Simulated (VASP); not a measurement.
The system is AlIn.

```
CELL_PARAMETERS angstrom
3.05413 0.00000 0.00000
-1.52707 2.64496 0.00000
0.00000 0.00000 5.82802
ATOMIC_POSITIONS crystal
Al 0.00000 0.00000 0.00000
In 0.00000 0.00000 0.50000
```

Base run:

| Quantity | Value |
| --- | --- |
| Program | VASP 6.6.1 |
| Functional | PBE |
| Potentials or basis | VASP PAW PBE potentials, release 64 (Al, In_d) |
| Cutoff | 520 eV |
| k mesh | 8 × 8 × 4 |
| Occupations | fermi-dirac, width 0.05 eV |
| Spin | no spin polarisation |

Its results: band gap on the k mesh zero (band 8 reaches 8.49 eV, above the bottom of band 9 at 4.35 eV); pressure 0.0 GPa.

Task: The run is repeated on the same cell with these changes: functional from PBE to PBE-based screened hybrid; k mesh from 8 × 8 × 4 to 5 × 5 × 3. What comes out?

Result: Band gap on the k mesh zero (band 8 reaches 7.77 eV, above the bottom of band 9 at 5.48 eV); pressure -2.1 GPa.

Several settings changed at once, so the effect can't be laid on one alone.

Caveats: some runs use coarse meshes; spin-orbit coupling is left out, which moves the levels of the heavy elements; the PAW data sets were made with another functional, which shifts forces and pressure a little (some runs).
